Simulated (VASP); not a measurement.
Runs of VASP 6.6.1 on MgO (rocksalt type). The structure is that of space group Fm-3m (No. 225), or close to it. The cells are those of the table. 

| task | cell | cutoff (eV) | k mesh for the DOS | occupations for the DOS | gap on the mesh (eV) | pressure (GPa) |
| --- | --- | --- | --- | --- | --- | --- |
| single point | a = 2.941 Å, angles 60.0°, 2 atoms | 600 | - | - | 5.04 | -2.0 |
| relaxation of cell and atoms | relaxed from a = 3.047 Å, angles 60.0°, 2 atoms | 600 | - | - | (b) | 0.0 |
| single point | a = 2.730 Å, angles 60.0°, 2 atoms | 600 | - | - | 7.66 | (a) |
| single point | a = 2.636 Å, angles 60.0°, 2 atoms | 600 | - | - | 8.98 | 110.7 |

Alike in all rows: level LDA; potentials or basis VASP PAW LDA potentials, release 64 (Mg, O); no spin polarisation; k mesh 15 × 15 × 15; smearing fermi-dirac 0.05 eV.

Q: Estimate the missing entries.

A: (a) 59.1; (b) 5.16.

A k mesh can miss the band edges.
